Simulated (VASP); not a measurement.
Set up this calculation in VASP 6.6.1, as the native input.

| Quantity | Value |
| --- | --- |
| Task | single point |
| Functional | RPBE |
| Potentials or basis | VASP PAW PBE potentials, release 64 (Zn, S) |
| Cutoff | 520 eV |
| k mesh | 8 × 8 × 3 |
| Occupations | fermi-dirac, width 0.05 eV |
| Spin | no spin polarisation |
| Dipole correction | no |
| Further INCAR settings | ALGO = Normal; EDIFF = 1e-06; NBANDS = 46 |

The structure of ZnS (Wurtzite-4H) lies in POSCAR:

```
ZnS
1.0
    3.8730044530      0.0000000000      0.0000000000
   -1.9365022265      3.3541202452      0.0000000000
    0.0000000000      0.0000000000     12.6847557358
Zn S
4 4
Direct
    0.6666666667      0.3333333333      0.7500000000
    0.3333333333      0.6666666667      0.2500000000
    0.0000000000      0.0000000000      0.5000000000
    0.0000000000      0.0000000000      0.0000000000
    0.6666666667      0.3333333333      0.9375000000
    0.3333333333      0.6666666667      0.4375000000
    0.0000000000      0.0000000000      0.6875000000
    0.0000000000      0.0000000000      0.1875000000
```

These files were run (other wordings do the same):

INCAR

```
SYSTEM = ZnS
ALGO = Normal
EDIFF = 1E-6
ENCUT = 520
GGA = RP
ISIF = 2
ISMEAR = -1
LASPH = .True.
LCHARG = .True.
LELF = .True.
LREAL = .False.
LVHAR = .True.
LWAVE = .False.
NBANDS = 46
NELM = 80
PREC = Accurate
SIGMA = 0.05
```

KPOINTS

```
k-points
0
Gamma
  8 8 3
  0 0 0
```

Potentials or basis: VASP PAW PBE potentials, release 64 (Zn, S).

Launch:

```sh
$ cat potpaw_PBE.64/Zn/POTCAR potpaw_PBE.64/S/POTCAR > POTCAR
$ mpirun -np 1 vasp_std > vasp.out
```

Results of the run:

* Pressure: 1.2 GPa
* Largest force: 0.035 eV/Å
* Band gap on the k mesh: 2.13 eV, direct

Caveat: the PAW data sets were made with another functional, which shifts forces and pressure a little.

Run time: 2.9 min on 1 thread of Intel Xeon 6975P-C, on a shared host, peak memory 0.34 GiB.
